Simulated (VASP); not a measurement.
NaCl:

```
Na Cl
1.0
     0.00000    2.99000    2.99000
     2.99000    0.00000    2.99000
     2.99000    2.99000    0.00000
Na Cl
1 1
Direct
  0.00000 0.00000 0.00000
  0.50000 0.50000 0.50000
```

| Property | Result |
| --- | --- |
| Program | VASP 6.6.1 |
| Task | relaxation of cell and atoms |
| Functional | PBE |
| Potentials or basis | VASP PAW PBE potentials, release 64 (Na_pv, Cl) |
| Cutoff | 500 eV |
| k mesh | 7 × 7 × 7 |
| Occupations | fermi-dirac, width 0.02 eV |
| Spin | no spin polarisation |

At the start: pressure -2.5 GPa; volume 26.73 Å³/atom.

Question: How do energy, volume and symmetry change on relaxing?

Answer: Over 4 steps the energy falls by 32.8 meV/atom and the volume is 23.05 Å³/atom (-13.8 %); space group Fm-3m (No. 225, to 0.05 Å).

The path:
```
step  energy change (eV)  largest force (eV/Å)  pressure (GPa)  volume (Å³)
   1              0.0000                0.0000           -2.53        53.46
   2             -0.0425                0.0000           -1.67        50.26
   3             -0.0649                0.0000           -0.33        46.85
   4             -0.0656                0.0000            0.04        46.11
```

Final structure:
```
CELL_PARAMETERS angstrom
0.00000 2.84605 2.84605
2.84605 0.00000 2.84605
2.84605 2.84605 0.00000
ATOMIC_POSITIONS crystal
Na 0.00000 0.00000 0.00000
Cl 0.50000 0.50000 0.50000
```
